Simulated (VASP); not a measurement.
# GaN (Pmc2_1) in VASP: notebook, part 3 of 3

VASP 6.6.1. The steps go on from the part before.

## 6. Single point, PBE (mode 11 frozen in at -0.064 Å and mode 13 at -0.059 Å (largest displacements))

INCAR

```
PREC = Accurate
ENCUT = 520
EDIFF = 1E-6
ISMEAR = 0
SIGMA = 0.05
LREAL = F
LASPH = T
NELM = 100
ALGO = Normal
ISIF = 2
LWAVE = F
LCHARG = F
GGA = PE
NBANDS = 46
```

KPOINTS

```
Automatic mesh
0
Gamma
  8 6 6
```

POSCAR

```
GaN
1.0
   -3.2185392732      0.0000000000      0.0000000000
    0.0000000000      0.0000000000     -5.2433778863
    0.0000000001     -5.5746735474      0.0000000000
Ga N
4 4
Direct
    0.5000000000      0.0029787804      0.1773884263
    0.0000000000     -0.0057577902      0.6559482365
    0.0000000000      0.4942422098      0.3440517635
    0.5000000000      0.5029787804      0.8226115737
    0.5000000000      0.6334549969      0.1684893967
    0.0000000000      0.6372465633      0.6648650386
    0.0000000000      0.1372465633      0.3351349614
    0.5000000000      0.1334549969      0.8315106033
```

Potentials or basis: VASP PAW PBE potentials, release 64 (Ga_d, N).

Command:

```console
$ cat potpaw_PBE.64/Ga_d/POTCAR potpaw_PBE.64/N/POTCAR > POTCAR
$ mpirun -np 1 vasp_std > vasp.out
```

OUTCAR:

```text
PREC = Accurate
   ENCUT = 520
   EDIFF = 1E-6
   ISMEAR = 0
   LREAL = F
   LASPH = T
   NELM = 100
   ISIF = 2
   GGA = PE

 ion  position               nearest neighbor table
   1  0.500  0.003  0.177-   5 1.94   7 1.96   7 1.96   8 2.05
   2  0.000  0.994  0.656-   6 1.87   7 1.94   8 2.02   8 2.02
   3  0.000  0.494  0.344-   7 1.87   6 1.94   5 2.02   5 2.02
   4  0.500  0.503  0.823-   8 1.94   6 1.96   6 1.96   5 2.05
   5  0.500  0.633  0.168-   1 1.94   3 2.02   3 2.02   4 2.05
   6  0.000  0.637  0.665-   2 1.87   3 1.94   4 1.96   4 1.96
   7  0.000  0.137  0.335-   3 1.87   2 1.94   1 1.96   1 1.96
   8  0.500  0.133  0.832-   4 1.94   2 2.02   2 2.02   1 2.05

  LATTYP: Found a simple orthorhombic cell.
 ALAT       =     3.2185392732
 B/A-ratio  =     1.6291172613
 C/A-ratio  =     1.7320508076

  Lattice vectors:

 A1 = (  -3.2185392732,   0.0000000000,   0.0000000000)
 A2 = (   0.0000000000,   0.0000000000,  -5.2433778863)
 A3 = (   0.0000000001,  -5.5746735474,   0.0000000000)

Analysis of symmetry for initial positions (statically):
=====================================================================
 Subroutine PRICEL returns:
 Original cell was already a primitive cell.

 Routine SETGRP: Setting up the symmetry group for a
 simple orthorhombic supercell.

 Subroutine GETGRP returns: Found  4 space group operations
 (whereof  2 operations were pure point group operations)
 out of a pool of  8 trial point group operations.

The static configuration has the point symmetry C_1h.
 The point group associated with its full space group is C_2v.

Analysis of symmetry for dynamics (positions and initial velocities):
=====================================================================
 Subroutine PRICEL returns:
 Original cell was already a primitive cell.

 Routine SETGRP: Setting up the symmetry group for a
 simple orthorhombic supercell.

 Subroutine GETGRP returns: Found  4 space group operations
 (whereof  2 operations were pure point group operations)
 out of a pool of  8 trial point group operations.

The dynamic configuration has the point symmetry C_1h.
 The point group associated with its full space group is C_2v.

 Subroutine INISYM returns: Found  4 space group operations
 (whereof  2 operations are pure point group operations),
 and found     1 'primitive' translations

----------------------------------------------------------------------------------------

                                     Primitive cell

  volume of cell :      94.0783

  direct lattice vectors                    reciprocal lattice vectors
    -3.218539273  0.000000000  0.000000000    -0.310699953 -0.000000000  0.000000000
     0.000000000  0.000000000 -5.243377886     0.000000000  0.000000000 -0.190716752
     0.000000000 -5.574673547  0.000000000     0.000000000 -0.179382701  0.000000000

  length of vectors
     3.218539273  5.243377886  5.574673547     0.310699953  0.190716752  0.179382701

  position of ions in fractional coordinates (direct lattice)
     0.500000000  0.002978780  0.177388426
     0.000000000  0.994242210  0.655948237
     0.000000000  0.494242210  0.344051763
     0.500000000  0.502978780  0.822611574
     0.500000000  0.633454997  0.168489397
[... 40 lines left out ...]

 Following reciprocal coordinates:
            Coordinates               Weight
  0.000000  0.000000  0.000000      1.000000
  0.125000  0.000000  0.000000      2.000000
  0.250000  0.000000  0.000000      2.000000
  0.375000  0.000000 -0.000000      2.000000
  0.500000  0.000000  0.000000      1.000000
  0.000000  0.166667  0.000000      2.000000
[... 16 lines left out ...]
  0.250000  0.000000  0.166667      4.000000
  0.375000  0.000000  0.166667      4.000000
 [... further k-points ...]
   k-points           NKPTS =     80   k-points in BZ     NKDIM =     80   number of bands    NBANDS=     46
   number of dos      NEDOS =    301   number of ions     NIONS =      8
   total plane-waves  NPLWV =  40320
   dimension x,y,z NGX =    24 NGY =   40 NGZ =   42
   dimension x,y,z NGXF=    48 NGYF=   80 NGZF=   84
   ions per type =               4   4
   NGX,Y,Z   is equivalent  to a cutoff of  12.40, 12.68, 12.53 a.u.
   NGXF,Y,Z  is equivalent  to a cutoff of  24.79, 25.36, 25.05 a.u.
 SYSTEM =  unknown system
   PREC   = accura    normal or accurate (medium, high low for compatibility)
   ISTART =      0    job   : 0-new  1-cont  2-samecut
   ICHARG =      2    charge: 1-file 2-atom 10-const
   ISPIN  =      1    spin polarized calculation?
   LNONCOLLINEAR =      F non collinear calculations
   LSORBIT =      F    spin-orbit coupling
   LASPH  =      T    aspherical Exc in radial PAW
   ENCUT  =  520.0 eV  38.22 Ry    6.18 a.u.   5.98  9.75 10.37*2*pi/ulx,y,z
   NELM   =    100;   NELMIN=  2; NELMDL= -5     # of ELM steps
   EDIFF  = 0.1E-05   stopping-criterion for ELM
   LREAL  =      F    real-space projection
   EDIFFG = 0.1E-04   stopping-criterion for IOM
   NSW    =      0    number of steps for IOM
   IBRION =     -1    ionic relax: 0-MD 1-quasi-New 2-CG
   NFREE  =      0    steps in history (QN), initial steepest desc. (CG)
   ISIF   =      2    stress and relaxation
   ISYM   =      2    0-nonsym 1-usesym 2-fastsym
   POTIM  = 0.5000    time-step for ionic-motion
   TEBEG  =    0.0;   TEEND  =   0.0 temperature during run
   PSTRESS=    0.0 pullay stress
   NELECT =      72.0000    total number of electrons
   NUPDOWN=      -1.0000    fix difference up-down
   EMIN   =  10.00;   EMAX   =-10.00  energy-range for DOS
   EFERMI =   0.00;   METHOD = LEGACY
   ISMEAR =     0;   SIGMA  =   0.05  broadening in eV -4-tet -1-fermi 0-gaus
   EFERMI_NEDOS =   21; number of points for ismear=-14 and -15
   IALGO  =     38    algorithm
   IMIX   =      4    mixing-type and parameters
     AMIX     =   0.40;   BMIX     =  1.00
     AMIX_MAG =   1.60;   BMIX_MAG =  1.00
  volume/ion in A,a.u.               =      11.76        79.36
  Fermi-wavevector in a.u.,A,eV,Ry     =   1.497462  2.829793 30.509608  2.242393
  Thomas-Fermi vector in A             =   2.609347
   LORBIT       =      0    0 simple, 1 ext, 2 COOP (PROOUT), +10 PAW based schemes
   GGA     = PE    functional components
   LHFCALC =     F    Hartree Fock is set to
   AEXX    =    0.0000 exact exchange contribution
   IVDW    =     0    specifies the selected vdW correction
   LEPSILON=     F    determine dielectric tensor
   LRPA    =     F    only Hartree local field effects (RPA)
 non-spin polarized calculation
 Gauss-broadening in eV      SIGMA  =   0.05
  energy-cutoff  :      520.00
  volume of cell :       94.08
 maximum number of plane-waves:      2568
 NGX is ok and might be reduce to    24
   NGX = 11   NGY = 19   NGZ = 21

 number of electron      72.0000015 magnetization

 Free energy of the ion-electron system (eV)
  ---------------------------------------------------
  ext. energy  EPLUGINS =         0.00000000
  ---------------------------------------------------
  free energy    TOTEN  =       -48.34889065 eV

  energy without entropy =      -48.34889065  energy(sigma->0) =      -48.34889065

 E-fermi :   5.3992     XC(G=0): -11.5153

 val. band max:        5.1283202317   @ k =   0.0000   0.0000   0.0000
 cond. band min:       6.6819820974   @ k =   0.0000   0.0000   0.0000
 fundamental gap:      1.5536618657
 Fermi energy:         5.3992215528

 k-point     1 :       0.0000    0.0000    0.0000
  band No.  band energies     occupation
      1     -10.9041      2.00000
      2     -10.2663      2.00000
      3      -9.6648      2.00000
      4      -9.6141      2.00000
      5      -8.4663      2.00000
      6      -8.4365      2.00000
[... 1165 lines left out ...]
     45      14.4838      0.00000
     46      14.7045      0.00000

 [... further k-points ...]
[... 5 lines left out ...]
  --------------------------------------------------------------------------------------
  -------------------------------------------------------------------------------------
  Total       -0.8507265     -0.8443627      3.4734819      0.0000000      0.0000000      0.0000000
  in kB      -14.4880898    -14.3797124     59.1542856      0.0000000      0.0000000      0.0000000
  external PRESSURE =      10.0954945 kB  Pullay stress =       0.0000000 kB

 VOLUME and BASIS-vectors are now :
 -----------------------------------------------------------------------------
  energy-cutoff  :      520.00
  volume of cell :       94.08
      direct lattice vectors                 reciprocal lattice vectors
    -3.218539273  0.000000000  0.000000000    -0.310699953 -0.000000000  0.000000000
     0.000000000  0.000000000 -5.243377886     0.000000000  0.000000000 -0.190716752
     0.000000000 -5.574673547  0.000000000     0.000000000 -0.179382701  0.000000000

 POSITION                                       TOTAL-FORCE (eV/Angst)
 -----------------------------------------------------------------------------------
     -1.60927     -0.98888     -0.01562        -0.000000      1.231306     -0.215138
      0.00000     -3.65670     -5.21319         0.000000     -1.300981     -1.560532
      0.00000     -1.91798     -2.59150        -0.000000      1.300981     -1.560532
     -1.60927     -4.58579     -2.63731         0.000000     -1.231306     -0.215138
     -1.60927     -0.93927     -3.32144         0.000000     -0.052431      0.684743
      0.00000     -3.70641     -3.34132         0.000000     -0.084667      1.090928
      0.00000     -1.86827     -0.71964        -0.000000      0.084667      1.090928
     -1.60927     -4.63540     -0.69975        -0.000000      0.052431      0.684743
 -----------------------------------------------------------------------------------
    total drift:                               -0.000000     -0.000014     -0.000904

  FREE ENERGIE OF THE ION-ELECTRON SYSTEM (eV)
  ---------------------------------------------------
  free  energy   TOTEN  =       -48.3488906461 eV

  energy  without entropy=      -48.3488906461  energy(sigma->0) =      -48.34889065
```

Run time: 7.6 min. Hardware: 1 thread of Oxide Virtual Turin-like, shared host; peak memory 0.33 GiB.

What came out:

```yaml
Free_energy: -48.3489 eV
Pressure: 1.0 GPa
Largest_force: 2.032 eV/Å
Band_gap_on_the_k_mesh: 1.55 eV
```

Forces on the atoms (eV/Å):
```
Ga   0.000  1.231 -0.215
Ga   0.000 -1.301 -1.561
Ga   0.000  1.301 -1.561
Ga   0.000 -1.231 -0.215
N    0.000 -0.052  0.685
N    0.000 -0.085  1.091
N    0.000  0.085  1.091
N    0.000  0.052  0.685
```

Caveat: the cell differs from its parent crystal (mode 11 frozen in at -0.064 Å and mode 13 at -0.059 Å (largest displacements)); forces of over 1 eV/Å act on the atoms, so gaps and moduli don't describe the material at rest.
